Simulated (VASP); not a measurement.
A run of VASP 6.6.1:

POSCAR

```
LiF
1.0
    0.0000000000      1.9948691814      1.9948691814
    1.9948691814      0.0000000000      1.9948691814
    1.9948691814      1.9948691814      0.0000000000
Li F
1 1
Direct
    0.0000000000      0.0000000000      0.0000000000
    0.5000000000      0.5000000000      0.5000000000
```

Contents of INCAR.step1:

```
ALGO = Normal ; EDIFF = 1E-5
ENCUT = 520 ; GGA = PE
ISIF = 2 ; ISMEAR = 0
LASPH = True ; LREAL = False
LWAVE = True ; NBANDS = 12
NELM = 80 ; PREC = Accurate
SIGMA = 0.5
```

Contents of INCAR.step2:

```
ALGO = Normal ; EDIFF = 1E-6
ENCUT = 520 ; GGA = PE
HFSCREEN = 0.2079 ; ISIF = 2
ISMEAR = 0 ; ISTART = 1
LASPH = True ; LCHARG = True
LELF = True ; LHFCALC = True
LREAL = False ; LVHAR = True
LWAVE = False ; NBANDS = 12
NELM = 80 ; PREC = Accurate
PRECFOCK = Normal ; SIGMA = 0.5
```

KPOINTS

```
k-points
0
Gamma
  6 6 6
```

Potentials or basis: VASP PAW PBE potentials, release 64 (Li_sv, F).

Run with:

```console
$ cat potpaw_PBE.64/Li_sv/POTCAR potpaw_PBE.64/F/POTCAR > POTCAR
$ cp INCAR.step1 INCAR
$ mpirun -np 1 vasp_std > vasp.out
$ cp INCAR.step2 INCAR
$ mpirun -np 1 vasp_std > vasp.out
```

Hardware: 1 thread of Intel(R) Xeon(R) Platinum 8259CL CPU @ 2.50GHz (Skylake/Cascade Lake) (shared host).

**Question.** How long does it take, and how much memory?

**Answer.** Run time: 3.9 min on 1 thread of Intel(R) Xeon(R) Platinum 8259CL CPU @ 2.50GHz (Skylake/Cascade Lake), on a shared host, peak memory 0.23 GiB. Counts: k points 16.
